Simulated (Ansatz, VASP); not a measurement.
**One calculation of AlN, two programs**

The input INCAR:

```
SYSTEM = AlN
PREC = Accurate ; ENCUT = 520
EDIFF = 1E-6 ; ISMEAR = -1
SIGMA = 0.08 ; LREAL = .FALSE.
LASPH = .TRUE. ; NELM = 60
ALGO = Normal ; ISIF = 2
LWAVE = .FALSE. ; LCHARG = .FALSE.
GGA = PE ; NBANDS = 11
```

Contents of KPOINTS:

```
regular mesh
0
G
  4 4 4
  0 0 0
```

The input POSCAR:

```
AlN
1.0
    0.0000000000      2.2016024868      2.2016024868
    2.2016024868      0.0000000000      2.2016024868
    2.2016024868      2.2016024868      0.0000000000
Al N
1 1
Direct
    0.0000000000      0.0000000000      0.0000000000
    0.2500000000      0.2500000000      0.2500000000
```

Input for Ansatz:

```yaml
crystal:
  lattice:
    - [0.0, 2.2016024868, 2.2016024868]
    - [2.2016024868, 0.0, 2.2016024868]
    - [2.2016024868, 2.2016024868, 0.0]
  atoms:
    - { symbol: Al, position: [0.0, 0.0, 0.0] }
    - { symbol: "N", position: [0.25, 0.25, 0.25] }
kpoints:
  mp_grid: { grid: [4, 4, 4] }
scf:
  occupations: { method: fermi_dirac, width: 0.08 }
hamiltonian:
  xc: pbe
  pseudopotentials: { kind: all_electron, lapw: { basis_error: 0.001 } }
output:
  forces: true
  stress: true
  eigenvalues: true
```

Alike in both runs: task single point; functional PBE; k mesh 4 × 4 × 4; occupations fermi-dirac, width 0.08 eV; no spin polarisation.

|  | VASP | Ansatz |
| --- | --- | --- |
| version | VASP 6.6.1 | Ansatz 0.2.0 |
| potentials or method | VASP PAW PBE potentials, release 64 (Al, N), cutoff 520 eV | all-electron LAPW, scalar-relativistic |

|  | VASP | Ansatz | Ansatz less VASP |
| --- | --- | --- | --- |
| gap on the k mesh at the Fermi level (eV) | 3.28 | 3.28 | 0.000 |
| pressure (GPa) | -0.3 | -0.1 | +0.19 |

Ansatz ran all-electron here, and VASP with PAW potentials.

The k mesh is coarse, so the values compare programs but aren't converged.
